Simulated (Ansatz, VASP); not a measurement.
**Two plane-wave programs on Mo2Os**

File INCAR:

```
ALGO = Fast
EDIFF = 1E-6
EDIFFG = -0.01
ENCUT = 600
GGA = PE
IBRION = 2
ISIF = 3
ISMEAR = 0
LASPH = True
LCHARG = False
LREAL = False
LWAVE = False
NELM = 100
NSW = 100
PREC = Accurate
SIGMA = 0.1
```

File KPOINTS:

```
k-points
0
Gamma
  12 12 16
```

File POSCAR:

```
Mo2Os
1.0
    4.4150909226      0.0000000000      0.0000000000
   -2.2075454613      3.8235808990      0.0000000000
    0.0000000000      0.0000000000      2.7286777936
Mo Os
2 1
Direct
    0.3333333333      0.6666666667      0.5000000000
    0.6666666667      0.3333333333      0.5000000000
    0.0000000000      0.0000000000      0.0000000000
```

Input for Ansatz:

```yaml
crystal:
  lattice:
    - [4.4150909226, 0.0, 0.0]
    - [-2.2075454613, 3.823580899, 0.0]
    - [0.0, 0.0, 2.7286777936]
  atoms:
    - { symbol: Mo, position: [0.3333333333, 0.6666666667, 0.5] }
    - { symbol: Mo, position: [0.6666666667, 0.3333333333, 0.5] }
    - { symbol: Os, position: [0.0, 0.0, 0.0] }
basis:
  ecutwfc: 420
kpoints:
  mp_grid: { grid: [12, 12, 16] }
hamiltonian:
  xc: pbe
scf:
  occupations: { method: gaussian, width: 0.1 }
output:
  forces: true
  stress: true
  eigenvalues: true
relax:
  adjacent_minimum: "off"
  f_tol: 0.01
  max_steps: 80
  cell: { stress_tol: 0.05 }
```

Alike in both runs: task relaxation of cell and atoms; functional PBE; k mesh 12 × 12 × 16; occupations gaussian, width 0.1 eV; no spin polarisation.

|  | VASP | Ansatz |
| --- | --- | --- |
| version | VASP 6.6.1 | Ansatz 0.2.0 |
| potentials or method | VASP PAW PBE potentials, release 64 (Mo_sv, Os), cutoff 600 eV | scalar-relativistic, plane waves, PAW |
| valence electrons in the cell | 36 | 44 |

Ansatz gave:

* gap on the k mesh at the Fermi level, each at its own relaxed structure (eV): none
* relaxed volume (Å³/atom): 15.37
* relaxed length of the cell vector where the two differ most in proportion (Å): 2.741

**Question.** Which values does VASP return?

**Answer.** gap on the k mesh at the Fermi level, each at its own relaxed structure (eV): none; relaxed volume (Å³/atom): 15.39; relaxed length of the cell vector where the two differ most in proportion (Å): 2.742.

A gap of «none» marks a metal or a gap that the smearing closes. VASP's potentials hold 36 valence electrons a cell and Ansatz's 44, so a difference there can come from the potentials and not from the codes.

Spin-orbit coupling is off throughout.
